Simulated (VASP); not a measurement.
KI:

```xyz
2
Lattice="4.2912 0.0000 0.0000 0.0000 4.2912 0.0000 0.0000 0.0000 4.2912" Properties=species:S:1:pos:R:3 pbc="T T T"
K     0.0000    0.0000    0.0000
I     2.1456    2.1456    2.1456
```

| Quantity | Value |
| --- | --- |
| Program | VASP 6.6.1 |
| Task | relaxation of cell and atoms |
| Functional | BLYP |
| Dispersion | D3(BJ) |
| Potentials or basis | VASP PAW PBE potentials, release 64 (K_sv, I) |
| Cutoff | 600 eV |
| k mesh | 4 × 4 × 4 |
| Occupations | gaussian, width 0.01 eV |
| Spin | no spin polarisation |

At the start: pressure -0.8 GPa; volume 39.51 Å³/atom.

**Question.** Where does the relaxation end?

**Answer.** Over 3 steps the energy falls by 5.8 meV/atom and the volume is 37.34 Å³/atom (-5.5 %); space group Pm-3m (No. 221, to 0.05 Å).

The path:
| step | energy change (eV) | largest force (eV/Å) | pressure (GPa) | volume (Å³) |
| --- | --- | --- | --- | --- |
| 1 | 0.0000 | 0.0000 | -0.84 | 79.02 |
| 2 | -0.0092 | 0.0000 | -0.41 | 76.67 |
| 3 | -0.0117 | 0.0000 | 0.02 | 74.69 |

Final structure:
```
CELL_PARAMETERS angstrom
4.21129 0.00000 0.00000
0.00000 4.21129 0.00000
0.00000 0.00000 4.21129
ATOMIC_POSITIONS crystal
K 0.00000 0.00000 0.00000
I 0.50000 0.50000 0.50000
```

Caveat: the PAW data sets were made with another functional, which shifts forces and pressure a little.
